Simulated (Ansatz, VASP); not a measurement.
**ZrB2: VASP beside Ansatz**

Contents of INCAR:

```
SYSTEM = ZrB2
  PREC = Accurate
  ENCUT = 520
  EDIFF = 1E-8
  ISMEAR = -1
  SIGMA = 0.05
  LREAL = .FALSE.
  LASPH = .TRUE.
  NELM = 60
  ALGO = Normal
  ISIF = 2
  LWAVE = .FALSE.
  LCHARG = .FALSE.
  GGA = PE
  LEFG = .TRUE.
  NBANDS = 16
```

Contents of KPOINTS:

```
Automatic mesh
0
G
  12 12 9
  0 0 0
```

POSCAR

```
ZrB2
1.0
    3.1649998255      0.0158249991      0.0158249991
   -1.5687950615      2.7330577523      0.0057923517
    0.0176000000      0.0176000000      3.5200000000
Zr B
1 2
Direct
    0.0000000000      0.0000000000      0.0000000000
    0.3333333333      0.6666666667      0.5000000000
    0.6666666667      0.3333333333      0.5000000000
```

Input for Ansatz:

```yaml
crystal:
  lattice:
    - [3.1649998255, 0.0158249991, 0.0158249991]
    - [-1.5687950615, 2.7330577523, 0.0057923517]
    - [0.0176, 0.0176, 3.52]
  atoms:
    - { symbol: Zr, position: [0.0, 0.0, 0.0] }
    - { symbol: B, position: [0.3333333333, 0.6666666667, 0.5] }
    - { symbol: B, position: [0.6666666667, 0.3333333333, 0.5] }
kpoints:
  mp_grid: { grid: [12, 12, 9] }
scf:
  occupations: { method: fermi_dirac, width: 0.05 }
hamiltonian:
  xc: pbe
  pseudopotentials: { kind: all_electron, datasets: crystal }
output:
  forces: true
  stress: true
  eigenvalues: true
  efg: { contact_densities: true }
```

Change from the starting cell: equal xy, yz and zx shear strains of +1 %, crystal datasets.

Alike in both runs: task electric field gradients; functional PBE; k mesh 12 × 12 × 9; occupations fermi-dirac, width 0.05 eV; no spin polarisation.

|  | VASP | Ansatz |
| --- | --- | --- |
| version | VASP 6.6.1 | Ansatz 0.2.0 |
| potentials or method | VASP PAW PBE potentials, release 64 (Zr_sv, B), cutoff 520 eV | all-electron PAW with datasets made for the crystal, scalar-relativistic |

```tsv
	VASP	Ansatz	Ansatz less VASP
pressure (GPa)	2.6	2.5	-0.11
traceless stress, the component that is largest in VASP (GPa)	-2.61	-2.61	+0.001
rms of the force components (eV/Å)	0.010	0.010	+0.0001
size of Vzz on the site where it differs most (V/Å²)	44.4	47.6	+3.12
```

Atom by atom the forces differ by 0.000 eV/Å (rms over components). Ansatz ran all-electron here, and VASP with PAW potentials.
